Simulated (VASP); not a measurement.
# Hf2N (P4_2/mnm) in VASP: a series of runs

Runs on Hf2N. Level: PBEsol. Tasks: single point, relaxation of shape and atoms at fixed volume.

All numbers are computed with VASP 6.6.1; they aren't measurements. Logs are shortened: lines on timing, memory, paths and dates and some standing lists are left out, and cuts for length are marked.

### Step 1. The cell of the first run

Symmetry: P4_2/mnm, No. 136, tetragonal system. The conventional cell has a = 5.315 Å, b = 5.315 Å, c = 3.239 Å, α = 90.00°, β = 90.00°, γ = 90.00°. Hf (site symmetry m2m) has 3 N at 2.23 Å within 2.9 Å. N (site symmetry mmm) has 6 Hf at 2.23 Å within 2.9 Å.

### Step 2. Single point, PBEsol

File INCAR:

```
PREC = Accurate ; ENCUT = 520
EDIFF = 1E-6 ; ISMEAR = 0
SIGMA = 0.05 ; LREAL = F
LASPH = T ; NELM = 100
ALGO = Normal ; ISIF = 2
LWAVE = F ; LCHARG = F
GGA = PS ; NBANDS = 34
```

File KPOINTS:

```
regular mesh
0
Gamma
  4 4 8
```

File POSCAR:

```
Hf2N
1.0
    5.3154818719      0.0000000000      0.0000000000
    0.0000000000      5.3154818719      0.0000000000
    0.0000000000      0.0000000000      3.2392218543
Hf N
4 2
Direct
    0.2960659799      0.2960659799      0.0000000000
    0.7039340201      0.7039340201      0.0000000000
    0.7960659799      0.2039340201      0.5000000000
    0.2039340201      0.7960659799      0.5000000000
    0.0000000000      0.0000000000      0.0000000000
    0.5000000000      0.5000000000      0.5000000000
```

Potentials or basis: VASP PAW PBE potentials, release 64 (Hf_pv, N).

Command:

```sh
> cat potpaw_PBE.64/Hf_pv/POTCAR potpaw_PBE.64/N/POTCAR > POTCAR
> mpirun -np 1 vasp_std > vasp.out
```

OUTCAR:

```text
PREC = Accurate
   ENCUT = 520
   EDIFF = 1E-6
   ISMEAR = 0
   LREAL = F
   LASPH = T
   NELM = 100
   ISIF = 2
   GGA = PS

 ion  position               nearest neighbor table
   1  0.296  0.296  0.000-   5 2.23   6 2.23   6 2.23   2 3.07   4 3.15   3 3.15   4 3.15   3 3.15
                             4 3.15   4 3.15   3 3.15   3 3.15   2 3.82   2 3.82
   2  0.704  0.704  0.000-   5 2.23   6 2.23   6 2.23   1 3.07   4 3.15   3 3.15   4 3.15   3 3.15
                             3 3.15   3 3.15   4 3.15   4 3.15   1 3.82   1 3.82
   3  0.796  0.204  0.500-   6 2.23   5 2.23   5 2.23   4 3.07   1 3.15   1 3.15   2 3.15   2 3.15
                             2 3.15   2 3.15   1 3.15   1 3.15   4 3.82   4 3.82
   4  0.204  0.796  0.500-   6 2.23   5 2.23   5 2.23   3 3.07   1 3.15   1 3.15   2 3.15   2 3.15
                             1 3.15   1 3.15   2 3.15   2 3.15   3 3.82   3 3.82
   5  0.000  0.000  0.000-   1 2.23   2 2.23   3 2.23   4 2.23   3 2.23   4 2.23
   6  0.500  0.500  0.500-   3 2.23   4 2.23   1 2.23   2 2.23   1 2.23   2 2.23

  LATTYP: Found a simple tetragonal cell.
 ALAT       =     5.3154818719
 C/A-ratio  =     0.6093938296

  Lattice vectors:

 A1 = (   5.3154818719,   0.0000000000,   0.0000000000)
 A2 = (   0.0000000000,   5.3154818719,   0.0000000000)
 A3 = (   0.0000000000,   0.0000000000,   3.2392218543)

Analysis of symmetry for initial positions (statically):
=====================================================================
 Subroutine PRICEL returns:
 Original cell was already a primitive cell.

 Routine SETGRP: Setting up the symmetry group for a
 simple tetragonal supercell.

 Subroutine GETGRP returns: Found 16 space group operations
 (whereof  8 operations were pure point group operations)
 out of a pool of 16 trial point group operations.

The static configuration has the point symmetry D_2h.
 The point group associated with its full space group is D_4h.

Analysis of symmetry for dynamics (positions and initial velocities):
=====================================================================
 Subroutine PRICEL returns:
 Original cell was already a primitive cell.

 Routine SETGRP: Setting up the symmetry group for a
 simple tetragonal supercell.

 Subroutine GETGRP returns: Found 16 space group operations
 (whereof  8 operations were pure point group operations)
 out of a pool of 16 trial point group operations.

The dynamic configuration has the point symmetry D_2h.
 The point group associated with its full space group is D_4h.

 Subroutine INISYM returns: Found 16 space group operations
 (whereof  8 operations are pure point group operations),
 and found     1 'primitive' translations

----------------------------------------------------------------------------------------

                                     Primitive cell

  volume of cell :      91.5221

  direct lattice vectors                    reciprocal lattice vectors
     5.315481872  0.000000000  0.000000000     0.188129698  0.000000000  0.000000000
     0.000000000  5.315481872  0.000000000     0.000000000  0.188129698  0.000000000
     0.000000000  0.000000000  3.239221854     0.000000000  0.000000000  0.308716119

  length of vectors
     5.315481872  5.315481872  3.239221854     0.188129698  0.188129698  0.308716119

  position of ions in fractional coordinates (direct lattice)
     0.296065980  0.296065980  0.000000000
     0.703934020  0.703934020  0.000000000
     0.796065980  0.203934020  0.500000000
     0.203934020  0.796065980  0.500000000
     0.000000000  0.000000000  0.000000000
     0.500000000  0.500000000  0.500000000

  ion indices of the primitive-cell ions
   primitive index   ion index
                 1           1
                 2           2
                 3           3
                 4           4
                 5           5
                 6           6

----------------------------------------------------------------------------------------

 KPOINTS: regular mesh

Automatic generation of k-mesh.
 Grid dimensions read from file:
 generate k-points for:    4    4    8

 Generating k-lattice:

  Cartesian coordinates                     Fractional coordinates (reciprocal lattice)
     0.047032425  0.000000000  0.000000000     0.250000000  0.000000000  0.000000000
     0.000000000  0.047032425  0.000000000     0.000000000  0.250000000  0.000000000
     0.000000000  0.000000000  0.038589515     0.000000000  0.000000000  0.125000000

  Length of vectors
     0.047032425  0.047032425  0.038589515

  Shift w.r.t. Gamma in fractional coordinates (k-lattice)
     0.000000000  0.000000000  0.000000000

 Subroutine IBZKPT returns following result:
 ===========================================

 Found     30 irreducible k-points:

 Following reciprocal coordinates:
            Coordinates               Weight
  0.000000  0.000000  0.000000      1.000000
  0.250000  0.000000  0.000000      4.000000
  0.500000  0.000000  0.000000      2.000000
  0.250000  0.250000  0.000000      4.000000
  0.500000  0.250000  0.000000      4.000000
  0.500000  0.500000  0.000000      1.000000
[... 16 lines left out ...]
  0.500000  0.250000  0.375000      8.000000
  0.500000  0.500000  0.375000      2.000000
 [... further k-points ...]
   k-points           NKPTS =     30   k-points in BZ     NKDIM =     30   number of bands    NBANDS=     34
   number of dos      NEDOS =    301   number of ions     NIONS =      6
   total plane-waves  NPLWV =  38400
   dimension x,y,z NGX =    40 NGY =   40 NGZ =   24
   dimension x,y,z NGXF=    80 NGYF=   80 NGZF=   48
   ions per type =               4   2
   NGX,Y,Z   is equivalent  to a cutoff of  12.51, 12.51, 12.32 a.u.
   NGXF,Y,Z  is equivalent  to a cutoff of  25.02, 25.02, 24.63 a.u.
 SYSTEM =  unknown system
   PREC   = accura    normal or accurate (medium, high low for compatibility)
   ISTART =      0    job   : 0-new  1-cont  2-samecut
   ICHARG =      2    charge: 1-file 2-atom 10-const
   ISPIN  =      1    spin polarized calculation?
   LNONCOLLINEAR =      F non collinear calculations
   LSORBIT =      F    spin-orbit coupling
   LASPH  =      T    aspherical Exc in radial PAW
   ENCUT  =  520.0 eV  38.22 Ry    6.18 a.u.   9.88  9.88  6.02*2*pi/ulx,y,z
   NELM   =    100;   NELMIN=  2; NELMDL= -5     # of ELM steps
   EDIFF  = 0.1E-05   stopping-criterion for ELM
   LREAL  =      F    real-space projection
   EDIFFG = 0.1E-04   stopping-criterion for IOM
   NSW    =      0    number of steps for IOM
   IBRION =     -1    ionic relax: 0-MD 1-quasi-New 2-CG
   NFREE  =      0    steps in history (QN), initial steepest desc. (CG)
   ISIF   =      2    stress and relaxation
   ISYM   =      2    0-nonsym 1-usesym 2-fastsym
   POTIM  = 0.5000    time-step for ionic-motion
   TEBEG  =    0.0;   TEEND  =   0.0 temperature during run
   PSTRESS=    0.0 pullay stress
   NELECT =      50.0000    total number of electrons
   NUPDOWN=      -1.0000    fix difference up-down
   EMIN   =  10.00;   EMAX   =-10.00  energy-range for DOS
   EFERMI =   0.00;   METHOD = LEGACY
   ISMEAR =     0;   SIGMA  =   0.05  broadening in eV -4-tet -1-fermi 0-gaus
   EFERMI_NEDOS =   21; number of points for ismear=-14 and -15
   IALGO  =     38    algorithm
   IMIX   =      4    mixing-type and parameters
     AMIX     =   0.40;   BMIX     =  1.00
     AMIX_MAG =   1.60;   BMIX_MAG =  1.00
  volume/ion in A,a.u.               =      15.25       102.94
  Fermi-wavevector in a.u.,A,eV,Ry     =   1.338308  2.529036 24.368975  1.791069
  Thomas-Fermi vector in A             =   2.466789
   LORBIT       =      0    0 simple, 1 ext, 2 COOP (PROOUT), +10 PAW based schemes
   GGA     = PS    functional components
   LHFCALC =     F    Hartree Fock is set to
   AEXX    =    0.0000 exact exchange contribution
   IVDW    =     0    specifies the selected vdW correction
   LEPSILON=     F    determine dielectric tensor
   LRPA    =     F    only Hartree local field effects (RPA)
 non-spin polarized calculation
 Gauss-broadening in eV      SIGMA  =   0.05
  energy-cutoff  :      520.00
  volume of cell :       91.52
 maximum number of plane-waves:      2496
 NGX is ok and might be reduce to    40
   NGX = 19   NGY = 19   NGZ = 13

 number of electron      50.0000005 magnetization

 Free energy of the ion-electron system (eV)
  ---------------------------------------------------
  ext. energy  EPLUGINS =         0.00000000
  ---------------------------------------------------
  free energy    TOTEN  =       -67.45818417 eV

  energy without entropy =      -67.45349036  energy(sigma->0) =      -67.45583726

 E-fermi :   5.7984     XC(G=0): -12.1044

 val. band max:        5.7665519504   @ k =   0.2500   0.0000   0.0000
 cond. band min:       5.7987634849   @ k =   0.2500   0.2500   0.2500
 fundamental gap:      0.0322115346
 Fermi energy:         5.7984429215

 k-point     1 :       0.0000    0.0000    0.0000
  band No.  band energies     occupation
      1     -25.3376      2.00000
      2     -24.8484      2.00000
      3     -24.7805      2.00000
      4     -24.7805      2.00000
      5     -24.5538      2.00000
      6     -24.4113      2.00000
[... 26 lines left out ...]
     33       9.0610      0.00000
     34       9.0610      0.00000

 k-point     2 :       0.2500    0.0000    0.0000
  band No.  band energies     occupation
      1     -25.2544      2.00000
      2     -24.8738      2.00000
      3     -24.8051      2.00000
      4     -24.6749      2.00000
      5     -24.5215      2.00000
      6     -24.4134      2.00000
[... 26 lines left out ...]
     33       8.9996      0.00000
     34       9.7310      0.00000
[... 775 lines left out ...]
     33      10.8973      0.00000
     34      10.8973      0.00000

 k-point    24 :       0.5000    0.5000    0.3750
  band No.  band energies     occupation
      1     -25.1246      2.00000
      2     -25.1246      2.00000
      3     -24.8828      2.00000
      4     -24.8828      2.00000
      5     -24.4628      2.00000
      6     -24.4628      2.00000
[... 26 lines left out ...]
     33      11.2232      0.00000
     34      11.2232      0.00000

 [... further k-points ...]

------------------------ aborting loop because EDIFF is reached ----------------------------------------

  FORCE on cell =-STRESS in cart. coord.  units (eV):
  Direction    XX          YY          ZZ          XY          YZ          ZX
  --------------------------------------------------------------------------------------
  -------------------------------------------------------------------------------------
  Total       -1.7351774     -1.7351774     -1.9616788      0.0000000      0.0000000      0.0000000
  in kB      -30.3758530    -30.3758530    -34.3409654      0.0000000      0.0000000      0.0000000
  external PRESSURE =     -31.6975571 kB  Pullay stress =       0.0000000 kB

 VOLUME and BASIS-vectors are now :
 -----------------------------------------------------------------------------
  energy-cutoff  :      520.00
  volume of cell :       91.52
      direct lattice vectors                 reciprocal lattice vectors
     5.315481872  0.000000000  0.000000000     0.188129698  0.000000000  0.000000000
     0.000000000  5.315481872  0.000000000     0.000000000  0.188129698  0.000000000
     0.000000000  0.000000000  3.239221854     0.000000000  0.000000000  0.308716119

 POSITION                                       TOTAL-FORCE (eV/Angst)
 -----------------------------------------------------------------------------------
      1.57373      1.57373      0.00000         0.025995      0.025995      0.000000
      3.74175      3.74175      0.00000        -0.025995     -0.025995      0.000000
      4.23147      1.08401      1.61961         0.025995     -0.025995      0.000000
      1.08401      4.23147      1.61961        -0.025995      0.025995      0.000000
      0.00000      0.00000      0.00000         0.000000      0.000000      0.000000
      2.65774      2.65774      1.61961         0.000000      0.000000      0.000000
 -----------------------------------------------------------------------------------
    total drift:                                0.000000     -0.000000     -0.000000

  FREE ENERGIE OF THE ION-ELECTRON SYSTEM (eV)
  ---------------------------------------------------
  free  energy   TOTEN  =       -67.4581841694 eV

  energy  without entropy=      -67.4534903554  energy(sigma->0) =      -67.45583726
```

It took 72 s on 1 thread of Intel Xeon 8259CL, shared host; peak memory 0.23 GiB.

What came out:

* Free energy: -67.4582 eV
* Pressure: -3.2 GPa
* Largest force: 0.037 eV/Å
* Band gap on the k mesh: zero (bands 25 and 26 overlap by 2.68 eV)

Forces on the atoms (eV/Å):
```
Hf   0.026  0.026  0.000
Hf  -0.026 -0.026  0.000
Hf   0.026 -0.026  0.000
Hf  -0.026  0.026  0.000
N    0.000  0.000  0.000
N    0.000  0.000  0.000
```

Caveat: the cell stands under tension; the PAW data sets were made with another functional, which shifts forces and pressure a little; spin-orbit coupling is left out, which moves the levels of the heavy elements.

(Part 1 of 2 ends here.)
